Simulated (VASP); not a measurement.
# C (Pca2_1) in VASP: notebook

C is run at these levels: PBE; tasks: single point, relaxation of cell and atoms.

Everything below comes from runs of VASP 6.6.1. Logs are shortened: lines on timing, memory, paths and dates and some standing lists are left out, and cuts for length are marked.

### 1 The cell of the first run

Symmetry: Pca2_1, No. 29, orthorhombic system. The conventional cell has a = 4.469 Å, b = 3.281 Å, c = 4.586 Å, α = 90.00°, β = 90.00°, γ = 90.00°. Within 1.9 Å of C (site symmetry 1) lie 3 C at 1.42 to 1.47 Å. C (site symmetry 1) has 4 C at 1.47 Å within 2.0 Å. C (site symmetry 1) has 3 C at 1.42 to 1.47 Å within 1.9 Å.

The cell was generated, and may not be a known phase.

### 2 Single point, PBE

Contents of INCAR:

```
SYSTEM = C
PREC = Accurate
ENCUT = 520
EDIFF = 1E-7
ISMEAR = 0
SIGMA = 0.1
LREAL = .False.
LASPH = .True.
NELM = 60
ALGO = Normal
ISIF = 2
LWAVE = .False.
LCHARG = .True.
GGA = PE
LELF = .True.
LVHAR = .True.
NBANDS = 36
```

Contents of KPOINTS:

```
regular mesh
0
Gamma
  4 6 4
  0 0 0
```

Contents of POSCAR:

```
C
1.0
    4.4687137200      0.0000000000      0.0000000000
    0.0000000000      3.2810052000      0.0000000000
    0.0000000000      0.0000000000      4.5864397200
C
12
Direct
    0.2961641800      0.0804058400      0.0651899100
    0.7038358200      0.9195941600      0.5651899100
    0.7961641800      0.9195941600      0.0651899100
    0.2038358200      0.0804058400      0.5651899100
    0.9987923100      0.7406543300      0.6239367000
    0.0012076900      0.2593456700      0.1239367000
    0.4987923100      0.2593456700      0.6239367000
    0.5012076900      0.7406543300      0.1239367000
    0.4750732500      0.3841216900      0.9302654500
    0.5249267500      0.6158783100      0.4302654500
    0.9750732500      0.6158783100      0.9302654500
    0.0249267500      0.3841216900      0.4302654500
```

Potentials or basis: VASP PAW PBE potentials, release 64 (C).

Run with:

```console
> cat potpaw_PBE.64/C/POTCAR > POTCAR
> mpirun -np 1 vasp_std > vasp.out
```

OUTCAR:

```text
SYSTEM = C
   PREC = Accurate
   ENCUT = 520
   EDIFF = 1E-7
   ISMEAR = 0
   LREAL = .False.
   LASPH = .True.
   NELM = 60
   ISIF = 2
   GGA = PE

 ion  position               nearest neighbor table
   1  0.296  0.080  0.065-   9 1.42   6 1.47   8 1.47
   2  0.704  0.920  0.565-  10 1.42   5 1.47   7 1.47
   3  0.796  0.920  0.065-  11 1.42   8 1.47   6 1.47
   4  0.204  0.080  0.565-  12 1.42   7 1.47   5 1.47
   5  0.999  0.741  0.624-  11 1.47   2 1.47   4 1.47  12 1.47
   6  0.001  0.259  0.124-  12 1.47   1 1.47   3 1.47  11 1.47
   7  0.499  0.259  0.624-   9 1.47   4 1.47   2 1.47  10 1.47
   8  0.501  0.741  0.124-  10 1.47   3 1.47   1 1.47   9 1.47
   9  0.475  0.384  0.930-   1 1.42   7 1.47   8 1.47
  10  0.525  0.616  0.430-   2 1.42   8 1.47   7 1.47
  11  0.975  0.616  0.930-   3 1.42   5 1.47   6 1.47
  12  0.025  0.384  0.430-   4 1.42   6 1.47   5 1.47

  LATTYP: Found a simple orthorhombic cell.
 ALAT       =     3.2810052000
 B/A-ratio  =     1.3619953178
 C/A-ratio  =     1.3978763947

  Lattice vectors:

 A1 = (   0.0000000000,  -3.2810052000,   0.0000000000)
 A2 = (   4.4687137200,   0.0000000000,   0.0000000000)
 A3 = (   0.0000000000,   0.0000000000,   4.5864397200)

Analysis of symmetry for initial positions (statically):
=====================================================================
 Subroutine PRICEL returns:
 Original cell was already a primitive cell.

 Routine SETGRP: Setting up the symmetry group for a
 simple orthorhombic supercell.

 Subroutine GETGRP returns: Found  4 space group operations
 (whereof  1 operations were pure point group operations)
 out of a pool of  8 trial point group operations.

The static configuration has the point symmetry C_1 .
 The point group associated with its full space group is C_2v.

Analysis of symmetry for dynamics (positions and initial velocities):
=====================================================================
 Subroutine PRICEL returns:
 Original cell was already a primitive cell.

 Routine SETGRP: Setting up the symmetry group for a
 simple orthorhombic supercell.

 Subroutine GETGRP returns: Found  4 space group operations
 (whereof  1 operations were pure point group operations)
 out of a pool of  8 trial point group operations.

The dynamic configuration has the point symmetry C_1 .
 The point group associated with its full space group is C_2v.
[... 128 lines left out ...]
   TEBEG  =    0.0;   TEEND  =   0.0 temperature during run
   PSTRESS=    0.0 pullay stress
   NELECT =      48.0000    total number of electrons
   NUPDOWN=      -1.0000    fix difference up-down
   EMIN   =  10.00;   EMAX   =-10.00  energy-range for DOS
   EFERMI =   0.00;   METHOD = LEGACY
   ISMEAR =     0;   SIGMA  =   0.10  broadening in eV -4-tet -1-fermi 0-gaus
   EFERMI_NEDOS =   21; number of points for ismear=-14 and -15
   IALGO  =     38    algorithm
   IMIX   =      4    mixing-type and parameters
     AMIX     =   0.40;   BMIX     =  1.00
     AMIX_MAG =   1.60;   BMIX_MAG =  1.00
  volume/ion in A,a.u.               =       5.60        37.82
  Fermi-wavevector in a.u.,A,eV,Ry     =   1.463076  2.764813 29.124511  2.140591
  Thomas-Fermi vector in A             =   2.579214
   LORBIT       =      0    0 simple, 1 ext, 2 COOP (PROOUT), +10 PAW based schemes
   GGA     = PE    functional components
   LHFCALC =     F    Hartree Fock is set to
   AEXX    =    0.0000 exact exchange contribution
   IVDW    =     0    specifies the selected vdW correction
   LEPSILON=     F    determine dielectric tensor
   LRPA    =     F    only Hartree local field effects (RPA)
 non-spin polarized calculation
 Gauss-broadening in eV      SIGMA  =   0.10
  energy-cutoff  :      520.00
  volume of cell :       67.25
 maximum number of plane-waves:      1836
 NGX is ok and might be reduce to    36
   NGX = 17   NGY = 13   NGZ = 17

 number of electron      47.9999996 magnetization

 Free energy of the ion-electron system (eV)
  ---------------------------------------------------
  ext. energy  EPLUGINS =         0.00000000
  ---------------------------------------------------
  free energy    TOTEN  =       -90.03840362 eV

  energy without entropy =      -90.02859757  energy(sigma->0) =      -90.03350060

 E-fermi :  10.6405     XC(G=0): -13.3192

 val. band max:       10.6349470408   @ k =   0.0000   0.3333   0.0000
 cond. band min:      10.6832587472   @ k =   0.0000   0.0000   0.2500
 fundamental gap:      0.0483117064
 Fermi energy:        10.6404872469

 k-point     1 :       0.0000    0.0000    0.0000
  band No.  band energies     occupation
      1     -12.2484      2.00000
      2      -8.1088      2.00000
      3      -7.6361      2.00000
      4      -6.0860      2.00000
      5      -5.3971      2.00000
      6      -4.2416      2.00000
[... 925 lines left out ...]
     35      20.5351      0.00000
     36      20.5351      0.00000

 [... further k-points ...]

------------------------ aborting loop because EDIFF is reached ----------------------------------------

  FORCE on cell =-STRESS in cart. coord.  units (eV):
  Direction    XX          YY          ZZ          XY          YZ          ZX
  --------------------------------------------------------------------------------------
  -------------------------------------------------------------------------------------
  Total       32.9089232     28.4739177     27.6893147      0.0000000      0.0000000      0.0000000
  in kB      784.0777190    678.4106632    659.7169592      0.0000000      0.0000000      0.0000000
  external PRESSURE =     707.4017805 kB  Pullay stress =       0.0000000 kB

 VOLUME and BASIS-vectors are now :
 -----------------------------------------------------------------------------
  energy-cutoff  :      520.00
  volume of cell :       67.25
      direct lattice vectors                 reciprocal lattice vectors
     4.468713720  0.000000000  0.000000000     0.223778041  0.000000000  0.000000000
     0.000000000  3.281005200  0.000000000     0.000000000  0.304784643  0.000000000
     0.000000000  0.000000000  4.586439720     0.000000000  0.000000000  0.218034044

 POSITION                                       TOTAL-FORCE (eV/Angst)
 -----------------------------------------------------------------------------------
      1.32347      0.26381      0.29899        -0.090674     -0.366891     -0.230009
      3.14524      3.01719      2.59221         0.090674      0.366891     -0.230009
      3.55783      3.01719      0.29899        -0.090674      0.366891     -0.230009
      0.91088      0.26381      2.59221         0.090674     -0.366891     -0.230009
      4.46332      2.43009      2.86165         0.530887     -0.350385      0.391874
      0.00540      0.85091      0.56843        -0.530887      0.350385      0.391874
      2.22896      0.85091      2.86165         0.530887      0.350385      0.391874
      2.23975      2.43009      0.56843        -0.530887     -0.350385      0.391874
      2.12297      1.26031      4.26661         0.248193     -0.163513     -0.161866
      2.34575      2.02070      1.97339        -0.248193      0.163513     -0.161866
      4.35732      2.02070      4.26661         0.248193      0.163513     -0.161866
      0.11139      1.26031      1.97339        -0.248193     -0.163513     -0.161866
 -----------------------------------------------------------------------------------
    total drift:                               -0.000000      0.000000     -0.000191

  FREE ENERGIE OF THE ION-ELECTRON SYSTEM (eV)
  ---------------------------------------------------
  free  energy   TOTEN  =       -90.0384036177 eV

  energy  without entropy=      -90.0285975740  energy(sigma->0) =      -90.03350060
```

OSZICAR:

```text
N       E                     dE             d eps       ncg     rms          rms(c)
DAV:   1     0.130925518232E+03    0.13093E+03   -0.25577E+04  2592   0.131E+03
DAV:   2    -0.849411762586E+02   -0.21587E+03   -0.19923E+03  3168   0.256E+02
DAV:   3    -0.950666356950E+02   -0.10125E+02   -0.98010E+01  3280   0.496E+01
DAV:   4    -0.952070020721E+02   -0.14037E+00   -0.13972E+00  3196   0.606E+00
DAV:   5    -0.952101279063E+02   -0.31258E-02   -0.31229E-02  3140   0.810E-01    0.151E+01
DAV:   6    -0.912564518637E+02    0.39537E+01   -0.29291E+00  2844   0.841E+00    0.881E+00
DAV:   7    -0.900290363689E+02    0.12274E+01   -0.31973E+00  3012   0.897E+00    0.223E+00
DAV:   8    -0.900385299408E+02   -0.94936E-02   -0.16907E-01  3092   0.205E+00    0.273E-01
DAV:   9    -0.900382987406E+02    0.23120E-03   -0.30831E-03  3140   0.325E-01    0.110E-01
DAV:  10    -0.900383795953E+02   -0.80855E-04   -0.64309E-04  3116   0.129E-01    0.516E-02
DAV:  11    -0.900383946134E+02   -0.15018E-04   -0.10062E-04  3092   0.515E-02    0.220E-02
DAV:  12    -0.900384030983E+02   -0.84849E-05   -0.13969E-05  3060   0.224E-02    0.447E-03
DAV:  13    -0.900384036416E+02   -0.54325E-06   -0.14890E-06  2996   0.696E-03    0.173E-03
DAV:  14    -0.900384036177E+02    0.23833E-07   -0.93878E-08  1700   0.185E-03
   1 F= -.90038404E+02 E0= -.90033501E+02  d E =-.980604E-02
```

Wall time 52 s (1 thread of Intel Xeon Platinum 8375C at 2.90GHz (Ice Lake), shared host); peak memory 0.2 GiB.

What came out:

| Item | Value |
| --- | --- |
| Free energy | -90.0384 eV |
| Pressure | 70.7 GPa |
| Largest force | 0.747 eV/Å |
| Band gap on the k mesh | zero (bands 24 and 25 overlap by 1.04 eV) |

Forces in eV/Å, atoms in the order of the input:
```
C   -0.091 -0.367 -0.230
C    0.091  0.367 -0.230
C   -0.091  0.367 -0.230
C    0.091 -0.367 -0.230
C    0.531 -0.350  0.392
C   -0.531  0.350  0.392
C    0.531  0.350  0.392
C   -0.531 -0.350  0.392
C    0.248 -0.164 -0.162
C   -0.248  0.164 -0.162
C    0.248  0.164 -0.162
C   -0.248 -0.164 -0.162
```

Caveat: the stress differs along the axes, from 66 to 78 GPa; this functional lacks dispersion, which binds layers or chains, so the pressure and a relaxed spacing across them are unreliable.

### 3 Relaxation of cell and atoms, PBE

Contents of INCAR:

```
SYSTEM = C
ALGO = Normal ; EDIFF = 1E-6
EDIFFG = -0.04 ; ENCUT = 600
GGA = PE ; IBRION = 2
ISIF = 3 ; ISMEAR = 0
LASPH = .TRUE. ; LCHARG = .FALSE.
LREAL = .FALSE. ; LWAVE = .FALSE.
NELM = 80 ; NSW = 90
PREC = Accurate ; SIGMA = 0.1
```

Contents of KPOINTS:

```
k-points
0
G
  4 6 4
  0 0 0
```

POSCAR is that of step 2.

Potentials or basis: VASP PAW PBE potentials, release 64 (C).

Run with:

```console
> cat potpaw_PBE.64/C/POTCAR > POTCAR
> mpirun -np 1 vasp_std > vasp.out
```

Wall time 25 min (1 thread of Intel Xeon Platinum 8375C at 2.90GHz (Ice Lake), shared host); peak memory 0.22 GiB.

It converged, with:

```yaml
Free_energy: -99.3648 eV
Relaxed_volume: 6.16 Å³/atom
Relaxed_cell: a = 4.548 Å, b = 3.018 Å, c = 5.381 Å, α = 90.00°, β = 90.00°, γ = 90.00°
Space_group_after_relaxing_to_0.1_Å: Cmme (No. 67)
Energy_gained_by_relaxing: 774.8 meV/atom
Ionic_steps: 40
Pressure_after_relaxing: 0.2 GPa
Largest_force_after_relaxing: 0.040 eV/Å
```

Forces in eV/Å, atoms in the order of the input:
```
C    0.024  0.008 -0.001
C   -0.024 -0.008 -0.001
C    0.024 -0.008 -0.001
C   -0.024  0.008 -0.001
C    0.006 -0.014 -0.005
C   -0.006  0.014 -0.005
C    0.006  0.014 -0.005
C   -0.006 -0.014 -0.005
C   -0.032  0.023  0.006
C    0.032 -0.023  0.006
C   -0.032 -0.023  0.006
C    0.032  0.023  0.006
```

Stress tensor (GPa, compression positive):
```
0.25 0.00 0.00
0.00 0.15 0.00
0.00 0.00 0.05
```

Step by step:
```csv
step,energy change (eV),largest force (eV/Å),pressure (GPa),volume (Å³)
1,0.0000,0.7469,70.09,67.25
2,0.4137,2.1499,-43.93,94.03
3,-2.1717,1.2937,-1.38,78.65
4,-2.1741,1.2645,0.14,78.30
5,-2.2713,1.2176,-0.10,79.79
6,-2.3339,0.4606,-0.46,79.23
7,-2.4378,0.6901,-0.70,79.32
8,-2.7889,1.4356,-2.31,79.51
9,-2.8376,3.3367,-6.53,79.44
10,-2.9674,2.2716,-4.07,79.56
11,-2.9932,2.8454,-5.39,79.53
12,-3.0023,2.6137,-4.84,79.55
13,-3.0067,2.6248,-4.90,79.55
14,-3.0194,2.6571,-5.08,79.56
15,-3.0423,2.7198,-5.45,79.57
16,-3.0783,2.8554,-6.19,79.60
17,-3.1071,3.1072,-7.59,79.64
18,-3.1631,3.1005,-7.80,79.62
19,-3.3283,3.0792,-8.43,79.56
20,-3.6427,3.0198,-9.62,79.43
21,-4.1991,2.9606,-11.76,79.15
22,-4.9351,2.8877,-14.60,78.51
23,-4.5912,3.1646,-13.47,76.90
24,-5.0968,2.8805,-15.21,77.97
25,-5.8465,2.8881,-13.73,77.20
26,-7.5820,2.3659,-6.13,74.83
27,-5.9844,4.6333,34.43,69.94
28,-7.9456,1.8694,0.52,73.59
29,-8.0030,1.7911,5.18,72.87
30,-8.6131,1.2468,3.69,72.96
31,-9.0200,1.4626,3.30,73.05
32,-9.2117,0.6876,1.41,73.43
33,-9.2401,0.4111,0.63,73.64
34,-9.2598,0.2934,0.49,73.74
35,-9.2666,0.3029,0.40,73.84
36,-9.2775,0.2508,-0.26,73.96
37,-9.2852,0.2427,-1.40,74.16
38,-9.2938,0.1172,-0.31,73.97
39,-9.2955,0.1546,0.42,73.84
40,-9.2979,0.0398,0.15,73.86
```

Final structure:
```xyz
12
Lattice="4.5484 0.0000 0.0000 0.0000 3.0179 0.0000 0.0000 0.0000 5.3810" Properties=species:S:1:pos:R:3 pbc="T T T"
C     1.1371    3.0177    0.2142
C     3.4113    0.0001    2.9047
C     3.4113    0.0001    0.2142
C     1.1371    3.0177    2.9047
C     4.5481    2.1299    3.4634
C     0.0003    0.8880    0.7729
C     2.2739    0.8880    3.4634
C     2.2745    2.1299    0.7729
C     2.2751    0.8877    5.0364
C     2.2733    2.1302    2.3459
C     0.0009    2.1302    5.0364
C     4.5475    0.8877    2.3459
```

Caveat: a cell axis changed by over 15 % at a fixed basis, so the end point is rough; this functional lacks dispersion, which binds layers or chains, so the pressure and a relaxed spacing across them are unreliable.

The gap in the log of VASP goes by the Fermi energy; the results here count the filled bands.